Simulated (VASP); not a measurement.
Wanted: the native input for a VASP 6.6.1 run.

```
Task                   : relaxation of the atoms
Functional             : PBE
Potentials or basis    : VASP PAW PBE potentials, release 64 (Al, N)
Cutoff                 : 520 eV
k mesh                 : 12 × 12 × 12
Occupations            : fermi-dirac, width 0.02 eV
Spin                   : no spin polarisation
Dipole correction      : no
Further INCAR settings : ALGO = Normal; EDIFF = 1e-06; IBRION = 2; EDIFFG = -0.02; NSW = 80
```

The structure of AlN lies in POSCAR:

```
AlN
1.0
    0.0000000000      1.9690000000      1.9690000000
    1.9690000000      0.0000000000      1.9690000000
    1.9690000000      1.9690000000      0.0000000000
Al N
1 1
Direct
    0.0000000000      0.0000000000      0.0000000000
    0.5000000000      0.5000000000      0.5000000000
```

These files were run (other wordings do the same):

INCAR

```
  PREC = Accurate
  ENCUT = 520
  EDIFF = 1E-6
  ISMEAR = -1
  SIGMA = 0.02
  LREAL = False
  LASPH = True
  NELM = 100
  ALGO = Normal
  ISIF = 2
  LWAVE = False
  LCHARG = False
  GGA = PE
  IBRION = 2
  NSW = 80
  EDIFFG = -0.02
```

KPOINTS

```
regular mesh
0
Gamma
  12 12 12
```

Potentials or basis: VASP PAW PBE potentials, release 64 (Al, N).

Run with:

```console
$ cat potpaw_PBE.64/Al/POTCAR potpaw_PBE.64/N/POTCAR > POTCAR
$ mpirun -np 1 vasp_std > vasp.out
```

Results of the run:

* Pressure after relaxing: 30.1 GPa
* Band gap on the k mesh: 5.16 eV, indirect (least direct gap 6.87 eV)

Caveat: the relaxation stopped at its first step, so nothing moved.

Run time: 11 s on 1 thread of AMD EPYC 9R45 (Zen 5) (shared host), peak memory 0.09 GiB.
